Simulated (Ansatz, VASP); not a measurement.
**Ga in VASP and in Ansatz**

```
CELL_PARAMETERS angstrom
2.63453 0.00000 0.00000
0.00000 2.63453 0.00000
0.00000 0.00000 2.63453
ATOMIC_POSITIONS crystal
Ga 0.00000 0.00000 0.00000
```

Alike in both runs: task single point; functional r2SCAN; k mesh 13 × 13 × 13; occupations fermi-dirac, width 0.1 eV; no spin polarisation.

|  | VASP | Ansatz |
| --- | --- | --- |
| version | VASP 6.6.1 | Ansatz 0.2.0 |
| potentials or method | VASP PAW PBE potentials, release 64 (Ga_d), cutoff 520 eV | plane waves (500 eV) with PAW, scalar-relativistic |
| valence electrons in the cell | 13 | 13 |

```csv
,VASP,Ansatz,Ansatz less VASP
pressure (GPa),2.5,2.7,+0.17
```

VASP's potentials were made for PBE, not for r2SCAN. With one functional, cell and mesh, what is left measures potentials, basis and numerics.
